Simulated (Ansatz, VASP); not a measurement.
# RbIr3 in VASP and in Ansatz

```xyz
8
Lattice="7.8079 0.0000 0.0000 -3.9040 6.7619 0.0000 0.0000 0.0000 4.4826" Properties=species:S:1:pos:R:3 pbc="T T T"
Rb    0.0000    4.5079    1.1206
Rb    3.9040    2.2540    3.3619
Ir    3.9040    5.3184    1.1206
Ir   -2.6538    6.0401    3.3619
Ir    1.2501    0.7218    1.1206
Ir    0.0000    1.4435    3.3619
Ir    6.5578    0.7218    1.1206
Ir    2.6538    6.0401    3.3619
```

Alike in both runs: functional PBE; k mesh 6 × 6 × 8; occupations gaussian, width 0.1 eV; no spin polarisation.

Ansatz relaxed the structure, and its values are those at the end. VASP's run is a single point on that final structure, the one shown.

|  | VASP | Ansatz |
| --- | --- | --- |
| version | VASP 6.6.1 | Ansatz 0.2.0 |
| potentials or method | VASP PAW PBE potentials, release 64 (Rb_sv, Ir), cutoff 520 eV | scalar-relativistic, plane waves, PAW |
| valence electrons in the cell | 72 | 120 |

Ansatz gave:

| Item | Value |
| --- | --- |
| gap on the k mesh at the Fermi level (eV) | none |
| pressure (GPa) | 0.0 |
| rms of the force components (eV/Å) | 0.001 |

Task: What did VASP give for the same quantities?

Result: gap on the k mesh at the Fermi level (eV): none; pressure (GPa): 0.3; rms of the force components (eV/Å): 0.045.

A gap of «none» marks a metal or a gap that the smearing closes. The functional is the same, so the differences come from potentials, cutoffs and numerics. VASP's potentials hold 72 valence electrons a cell and Ansatz's 120, so a difference there can come from the potentials and not from the codes.

Spin-orbit coupling is off throughout.
